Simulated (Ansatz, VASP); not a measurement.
# Si2Mo: VASP and Ansatz over several settings

```
Mo Si
1.0
    -1.61060    1.61060    3.95653
     1.61060   -1.61060    3.95653
     1.61060    1.61060   -3.95653
Mo Si
1 2
Direct
  0.00000 0.00000 0.00000
  0.66700 0.66700 0.00000
  0.33300 0.33300 0.00000
```

Single points on this cell with VASP 6.6.1 and Ansatz 0.2.0. Each row is one pair of runs. Alike in all rows: spin: off; k mesh: 12 × 12 × 12; smearing: fermi-dirac, width 0.05 eV; VASP's potentials, cutoff: VASP PAW PBE potentials, release 64 (Mo_sv, Si), 520 eV.

```csv
level,"Ansatz's potentials, cutoff","gap on the k mesh at the Fermi level (eV), VASP","gap on the k mesh at the Fermi level (eV), Ansatz","pressure (GPa), VASP","pressure (GPa), Ansatz","rms of the force components (eV/Å), VASP","rms of the force components (eV/Å), Ansatz"
r2SCAN,"Ansatz PAW, 500 eV",none,none,-5.2,-5.5,0.180,0.184
PBE+D3(BJ),"Ansatz PAW, 420 eV",none,none,-8.6,-8.7,0.145,0.147
PBEsol+D4,"Ansatz PAW, 420 eV",none,none,-9.8,-10.1,0.167,0.169
PBE,"Ansatz PAW, 420 eV",none,none,-1.7,-1.9,0.144,0.146
```

Pressure (GPa): the two programs differ by at most 0.36; rms of the force components (eV/Å): the two programs differ by at most 0.0039.

A gap of «none» marks a metal or a gap that the smearing closes.
